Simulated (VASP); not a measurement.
Here is a VASP 6.6.1 calculation.

File INCAR:

```
PREC = Accurate ; ENCUT = 600
EDIFF = 1E-7 ; ISMEAR = -1
SIGMA = 0.15 ; LREAL = F
LASPH = T ; NELM = 80
ALGO = Normal ; ISIF = 3
LWAVE = F ; LCHARG = F
GGA = PE ; IBRION = 2
NSW = 80 ; EDIFFG = -0.001
```

File KPOINTS:

```
regular mesh
0
Gamma
  12 12 12
```

POSCAR

```
ZrB2
1.0
    3.1706809589      0.0000000000      0.0000000000
   -1.5853404795      2.7458902577      0.0000000000
    0.0000000000      0.0000000000      3.5435374382
Zr B
1 2
Direct
    0.0000000000      0.0000000000      0.0000000000
    0.3333333333      0.6666666667      0.5000000000
    0.6666666667      0.3333333333      0.5000000000
```

Potentials or basis: VASP PAW PBE potentials, release 64 (Zr_sv, B).

Command:

```console
$ cat potpaw_PBE.64/Zr_sv/POTCAR potpaw_PBE.64/B/POTCAR > POTCAR
$ mpirun -np 1 vasp_std > vasp.out
```

Question: What does it give for the relaxed cell?

Answer: a = 3.172 Å, b = 3.172 Å, c = 3.544 Å, α = 90.00°, β = 90.00°, γ = 120.00°.

Question: Estimate the band gap on the k mesh.

Answer: Zero (band 9 reaches 11.26 eV, above the bottom of band 10 at 9.93 eV).

Question: What does it give for the relaxed volume?

Answer: 10.29 Å³/atom.

Final structure:
```cif
data_structure
_symmetry_space_group_name_H-M 'P 1'
_symmetry_Int_Tables_number 1
_cell_length_a 3.1717
_cell_length_b 3.1717
_cell_length_c 3.5435
_cell_angle_alpha 90.000
_cell_angle_beta 90.000
_cell_angle_gamma 120.000
_cell_volume 30.87
loop_
_atom_site_label
_atom_site_type_symbol
_atom_site_fract_x
_atom_site_fract_y
_atom_site_fract_z
_atom_site_occupancy
Zr1 Zr 0.00000 0.00000 0.00000 1
B1 B 0.33333 0.66667 0.50000 1
B2 B 0.66667 0.33333 0.50000 1
```
